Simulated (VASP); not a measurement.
# H (Cmce) in VASP: a series of runs

H is run at these levels: LDA; tasks: single point.

Program: VASP 6.6.1. These are calculated values, not measurements. Logs are shortened: lines on timing, memory, paths and dates and some standing lists are left out, and cuts for length are marked.

### 1 The cell of the first run

The structure is orthorhombic, space group Cmce (No. 64). Conventional cell: a = 5.326 Å, b = 5.211 Å, c = 4.142 Å, α = 90.00°, β = 90.00°, γ = 90.00°. Within 1.0 Å of H (site symmetry m) lie 1 H at 0.75 Å.

### 2 Single point, LDA (strain +0.0150 x Voigt [1, 1, 0, 0, 0, 0])

The input, INCAR:

```
PREC     = Accurate       # precision mode
ENCUT    = 520            # plane-wave cutoff, eV
EDIFF    = 1E-6           # SCF threshold, eV
ISMEAR   = 0              # smearing method
SIGMA    = 0.05           # smearing width, eV
LREAL    = False          # projectors in reciprocal space
LASPH    = True           # aspherical terms in the spheres
NELM     = 60             # most SCF steps
ALGO     = Normal         # electronic algorithm
ISIF     = 2              # what is computed and relaxed
LWAVE    = False          # write WAVECAR
LCHARG   = True           # write CHGCAR
LELF     = True           # ELF
LVHAR    = True         
NBANDS   = 10             # bands
```

The input, KPOINTS:

```
Automatic mesh
0
Gamma
  6 6 6
```

The input, POSCAR:

```
H
1.0
    2.6628336006     -2.6054083891      0.0000000000
    2.6628336006      2.6054083891      0.0000000000
    0.0000000000      0.0000000000      4.1418180000
H
4
Direct
    0.9532956300      0.0467043700      0.0685088900
    0.4532956300      0.5467043700      0.4314911100
    0.5467043700      0.4532956300      0.5685088900
    0.0467043700      0.9532956300      0.9314911100
```

Potentials or basis: VASP PAW LDA potentials, release 64 (H).

Run with:

```console
cat potpaw_LDA.64/H/POTCAR > POTCAR
mpirun -np 1 vasp_std > vasp.out
```

OUTCAR:

```text
PREC = Accurate
   ENCUT = 520
   EDIFF = 1E-6
   ISMEAR = 0
   LREAL = False
   LASPH = True
   NELM = 60
   ISIF = 2

 ion  position               nearest neighbor table
   1  0.953  0.047  0.069-   4 0.75
   2  0.453  0.547  0.431-   3 0.75
   3  0.547  0.453  0.569-   2 0.75
   4  0.047  0.953  0.931-   1 0.75

  LATTYP: Found a base centered orthorhombic cell.
 ALAT       =     5.2108167782
 B/A-ratio  =     1.0220407717
 C/A-ratio  =     0.7948500545

  Lattice vectors:

 A1 = (  -2.6628336006,  -2.6054083891,   0.0000000000)
 A2 = (   2.6628336006,  -2.6054083891,   0.0000000000)
 A3 = (   0.0000000000,   0.0000000000,   4.1418180000)

Analysis of symmetry for initial positions (statically):
=====================================================================
 Subroutine PRICEL returns:
 Original cell was already a primitive cell.

 Routine SETGRP: Setting up the symmetry group for a
 base centered orthorhombic supercell.

 Subroutine GETGRP returns: Found  8 space group operations
 (whereof  4 operations were pure point group operations)
 out of a pool of  8 trial point group operations.

The static configuration has the point symmetry C_2h.
 The point group associated with its full space group is D_2h.

Analysis of symmetry for dynamics (positions and initial velocities):
=====================================================================
 Subroutine PRICEL returns:
 Original cell was already a primitive cell.

 Routine SETGRP: Setting up the symmetry group for a
 base centered orthorhombic supercell.

 Subroutine GETGRP returns: Found  8 space group operations
 (whereof  4 operations were pure point group operations)
 out of a pool of  8 trial point group operations.

The dynamic configuration has the point symmetry C_2h.
 The point group associated with its full space group is D_2h.

 Subroutine INISYM returns: Found  8 space group operations
 (whereof  4 operations are pure point group operations),
 and found     1 'primitive' translations

----------------------------------------------------------------------------------------

                                     Primitive cell

  volume of cell :      57.4700

  direct lattice vectors                    reciprocal lattice vectors
     2.662833601 -2.605408389  0.000000000     0.187769900 -0.191908494  0.000000000
     2.662833601  2.605408389  0.000000000     0.187769900  0.191908494  0.000000000
     0.000000000  0.000000000  4.141818000     0.000000000  0.000000000  0.241439870

  length of vectors
     3.725430936  3.725430936  4.141818000     0.268489116  0.268489116  0.241439870

  position of ions in fractional coordinates (direct lattice)
     0.953295630  0.046704370  0.068508890
     0.453295630  0.546704370  0.431491110
     0.546704370  0.453295630  0.568508890
     0.046704370  0.953295630  0.931491110

  ion indices of the primitive-cell ions
   primitive index   ion index
                 1           1
                 2           2
                 3           3
                 4           4

----------------------------------------------------------------------------------------

 KPOINTS: Automatic mesh

Automatic generation of k-mesh.
 Grid dimensions read from file:
 generate k-points for:    6    6    6

 Generating k-lattice:

  Cartesian coordinates                     Fractional coordinates (reciprocal lattice)
     0.031294983 -0.031984749  0.000000000     0.166666667 -0.000000000  0.000000000
     0.031294983  0.031984749  0.000000000    -0.000000000  0.166666667  0.000000000
     0.000000000  0.000000000  0.040239978     0.000000000  0.000000000  0.166666667

  Length of vectors
     0.044748186  0.044748186  0.040239978

  Shift w.r.t. Gamma in fractional coordinates (k-lattice)
     0.000000000  0.000000000  0.000000000

 Subroutine IBZKPT returns following result:
 ===========================================

 Found     52 irreducible k-points:

 Following reciprocal coordinates:
            Coordinates               Weight
  0.000000  0.000000  0.000000      1.000000
  0.166667  0.000000  0.000000      4.000000
  0.333333 -0.000000  0.000000      4.000000
  0.500000  0.000000  0.000000      2.000000
  0.166667  0.166667  0.000000      2.000000
  0.333333  0.166667  0.000000      4.000000
[... 16 lines left out ...]
  0.333333  0.333333  0.166667      4.000000
  0.500000  0.333333  0.166667      8.000000
 [... further k-points ...]
   k-points           NKPTS =     52   k-points in BZ     NKDIM =     52   number of bands    NBANDS=     10
   number of dos      NEDOS =    301   number of ions     NIONS =      4
   total plane-waves  NPLWV =  25088
   dimension x,y,z NGX =    28 NGY =   28 NGZ =   32
   dimension x,y,z NGXF=    56 NGYF=   56 NGZF=   64
   ions per type =               4
   NGX,Y,Z   is equivalent  to a cutoff of  12.49, 12.49, 12.84 a.u.
   NGXF,Y,Z  is equivalent  to a cutoff of  24.99, 24.99, 25.69 a.u.
 SYSTEM =  unknown system
   PREC   = accura    normal or accurate (medium, high low for compatibility)
   ISTART =      0    job   : 0-new  1-cont  2-samecut
   ICHARG =      2    charge: 1-file 2-atom 10-const
   ISPIN  =      1    spin polarized calculation?
   LNONCOLLINEAR =      F non collinear calculations
   LSORBIT =      F    spin-orbit coupling
   LASPH  =      T    aspherical Exc in radial PAW
   ENCUT  =  520.0 eV  38.22 Ry    6.18 a.u.   6.93  6.93  7.70*2*pi/ulx,y,z
   NELM   =     60;   NELMIN=  2; NELMDL= -5     # of ELM steps
   EDIFF  = 0.1E-05   stopping-criterion for ELM
   LREAL  =      F    real-space projection
   EDIFFG = 0.1E-04   stopping-criterion for IOM
   NSW    =      0    number of steps for IOM
   IBRION =     -1    ionic relax: 0-MD 1-quasi-New 2-CG
   NFREE  =      0    steps in history (QN), initial steepest desc. (CG)
   ISIF   =      2    stress and relaxation
   ISYM   =      2    0-nonsym 1-usesym 2-fastsym
   POTIM  = 0.5000    time-step for ionic-motion
   TEBEG  =    0.0;   TEEND  =   0.0 temperature during run
   PSTRESS=    0.0 pullay stress
   NELECT =       4.0000    total number of electrons
   NUPDOWN=      -1.0000    fix difference up-down
   EMIN   =  10.00;   EMAX   =-10.00  energy-range for DOS
   EFERMI =   0.00;   METHOD = LEGACY
   ISMEAR =     0;   SIGMA  =   0.05  broadening in eV -4-tet -1-fermi 0-gaus
   EFERMI_NEDOS =   21; number of points for ismear=-14 and -15
   IALGO  =     38    algorithm
   IMIX   =      4    mixing-type and parameters
     AMIX     =   0.40;   BMIX     =  1.00
     AMIX_MAG =   1.60;   BMIX_MAG =  1.00
  volume/ion in A,a.u.               =      14.37        96.96
  Fermi-wavevector in a.u.,A,eV,Ry     =   0.673413  1.272565  6.170031  0.453484
  Thomas-Fermi vector in A             =   1.749825
   LORBIT       =      0    0 simple, 1 ext, 2 COOP (PROOUT), +10 PAW based schemes
   GGA     = CA    functional components
   LHFCALC =     F    Hartree Fock is set to
   AEXX    =    0.0000 exact exchange contribution
   IVDW    =     0    specifies the selected vdW correction
   LEPSILON=     F    determine dielectric tensor
   LRPA    =     F    only Hartree local field effects (RPA)
 non-spin polarized calculation
 Gauss-broadening in eV      SIGMA  =   0.05
  energy-cutoff  :      520.00
  volume of cell :       57.47
 maximum number of plane-waves:      1562
   NGX = 13   NGY = 13   NGZ = 15

 number of electron       4.0000003 magnetization

 Free energy of the ion-electron system (eV)
  ---------------------------------------------------
  ext. energy  EPLUGINS =         0.00000000
  ---------------------------------------------------
  free energy    TOTEN  =       -13.50249598 eV

  energy without entropy =      -13.50249598  energy(sigma->0) =      -13.50249598

 E-fermi :  -8.2343     XC(G=0):  -5.3427

 val. band max:       -8.4827225905   @ k =   0.0000   0.0000   0.0000
 cond. band min:       0.2108251706   @ k =   0.5000   0.0000   0.5000
 fundamental gap:      8.6935477610
 Fermi energy:        -8.2342795176

 k-point     1 :       0.0000    0.0000    0.0000
  band No.  band energies     occupation
      1     -10.3431      2.00000
      2      -8.4827      2.00000
      3       2.5311      0.00000
      4       3.5498      0.00000
      5       4.0775      0.00000
      6       6.0124      0.00000
      7       6.2985      0.00000
      8       7.5845      0.00000
      9      10.0246      0.00000
     10      10.7808      0.00000

 k-point     2 :       0.1667    0.0000    0.0000
  band No.  band energies     occupation
      1     -10.1954      2.00000
      2      -8.5602      2.00000
      3       2.5975      0.00000
      4       3.2284      0.00000
      5       3.3816      0.00000
      6       5.4237      0.00000
      7       6.9036      0.00000
      8       8.9200      0.00000
      9      10.1621      0.00000
     10      10.6317      0.00000

 k-point     3 :       0.3333   -0.0000    0.0000
  band No.  band energies     occupation
      1      -9.7962      2.00000
      2      -8.8230      2.00000
      3       2.0870      0.00000
      4       2.1689      0.00000
      5       3.8526      0.00000
      6       5.6670      0.00000
      7       7.6157      0.00000
      8       8.0068      0.00000
      9       9.5093      0.00000
     10      11.3186      0.00000

 k-point     4 :       0.5000    0.0000    0.0000
  band No.  band energies     occupation
      1      -9.2768      2.00000
      2      -9.2768      2.00000
      3       1.7706      0.00000
      4       1.7706      0.00000
      5       4.9571      0.00000
      6       4.9571      0.00000
      7       8.0463      0.00000
      8       8.0463      0.00000
      9       9.3560      0.00000
     10       9.3560      0.00000

 k-point     5 :       0.1667    0.1667    0.0000
  band No.  band energies     occupation
      1     -10.0730      2.00000
      2      -8.5935      2.00000
      3       2.5742      0.00000
      4       2.9374      0.00000
      5       3.0221      0.00000
      6       4.8741      0.00000
      7       8.3983      0.00000
      8       9.1013      0.00000
      9       9.9955      0.00000
     10      10.7721      0.00000

 k-point     6 :       0.3333    0.1667    0.0000
  band No.  band energies     occupation
      1      -9.7163      2.00000
      2      -8.7861      2.00000
      3       1.6521      0.00000
      4       2.2600      0.00000
      5       3.7873      0.00000
      6       5.2606      0.00000
      7       7.3612      0.00000
      8       8.4032      0.00000
      9      10.2423      0.00000
     10      10.6264      0.00000
[... 183 lines left out ...]
 k-point    21 :      -0.3333    0.1667    0.1667
  band No.  band energies     occupation
      1      -9.5740      2.00000
      2      -8.8827      2.00000
      3       1.3727      0.00000
      4       1.8691      0.00000
      5       3.6071      0.00000
      6       6.0346      0.00000
      7       6.9246      0.00000
      8       9.2030      0.00000
      9       9.7563      0.00000
     10      10.8549      0.00000

 k-point    22 :      -0.1667    0.1667    0.1667
  band No.  band energies     occupation
      1      -9.9339      2.00000
      2      -8.7104      2.00000
      3       1.7764      0.00000
      4       2.3369      0.00000
      5       3.8969      0.00000
      6       5.3251      0.00000
      7       8.1083      0.00000
      8       9.5454      0.00000
      9       9.9540      0.00000
     10      10.6982      0.00000

 k-point    23 :       0.3333    0.3333    0.1667
  band No.  band energies     occupation
      1      -9.3919      2.00000
      2      -8.8276      2.00000
      3       1.1518      0.00000
      4       1.8935      0.00000
      5       2.9364      0.00000
      6       6.0174      0.00000
      7       6.4381      0.00000
      8       8.0653      0.00000
      9       9.6802      0.00000
     10       9.6923      0.00000

 k-point    24 :       0.5000    0.3333    0.1667
  band No.  band energies     occupation
      1      -9.1193      2.00000
      2      -8.9875      2.00000
      3       0.8656      0.00000
      4       1.6649      0.00000
      5       3.6347      0.00000
      6       4.8234      0.00000
      7       7.0694      0.00000
      8       8.2080      0.00000
      9       8.6309      0.00000
     10       9.0846      0.00000

 [... further k-points ...]

------------------------ aborting loop because EDIFF is reached ----------------------------------------

  FORCE on cell =-STRESS in cart. coord.  units (eV):
  Direction    XX          YY          ZZ          XY          YZ          ZX
  --------------------------------------------------------------------------------------
  -------------------------------------------------------------------------------------
  Total       -0.2389432      0.1932035      0.3930611      0.0000000      0.0000000      0.0000000
  in kB       -6.6613818      5.3862275     10.9579635      0.0000000      0.0000000      0.0000000
  external PRESSURE =       3.2276031 kB  Pullay stress =       0.0000000 kB

 VOLUME and BASIS-vectors are now :
 -----------------------------------------------------------------------------
  energy-cutoff  :      520.00
  volume of cell :       57.47
      direct lattice vectors                 reciprocal lattice vectors
     2.662833601 -2.605408389  0.000000000     0.187769900 -0.191908494  0.000000000
     2.662833601  2.605408389  0.000000000     0.187769900  0.191908494  0.000000000
     0.000000000  0.000000000  4.141818000     0.000000000  0.000000000  0.241439870

 POSITION                                       TOTAL-FORCE (eV/Angst)
 -----------------------------------------------------------------------------------
      2.66283     -2.36204      0.28375         0.000000      0.487146      0.568219
      2.66283      0.24337      1.78716         0.000000      0.487146     -0.568219
      2.66283     -0.24337      2.35466         0.000000     -0.487146      0.568219
      2.66283      2.36204      3.85807         0.000000     -0.487146     -0.568219
 -----------------------------------------------------------------------------------
    total drift:                                0.000000     -0.000000     -0.000000

  FREE ENERGIE OF THE ION-ELECTRON SYSTEM (eV)
  ---------------------------------------------------
  free  energy   TOTEN  =       -13.5024959755 eV

  energy  without entropy=      -13.5024959755  energy(sigma->0) =      -13.50249598
```

Wall time 19 s (1 thread of Intel Xeon 8259CL, shared host); peak memory 0.15 GiB.

Results:

| Quantity | Value |
| --- | --- |
| Free energy | -13.5025 eV |
| Pressure | 0.3 GPa |
| Largest force | 0.748 eV/Å |
| Band gap on the k mesh | 8.69 eV (least direct gap 9.33 eV) |

Forces in eV/Å, atoms in the order of the input:
```
H    0.000  0.487  0.568
H    0.000  0.487 -0.568
H    0.000 -0.487  0.568
H    0.000 -0.487 -0.568
```

Stress tensor (GPa, compression positive):
```
-0.67  0.00  0.00
 0.00  0.54  0.00
 0.00  0.00  1.10
```

Caveat: the cell differs from its parent crystal (strain +0.0150 x Voigt [1, 1, 0, 0, 0, 0]). A k mesh can miss the band edges.

(Part 1 of 2 ends here.)
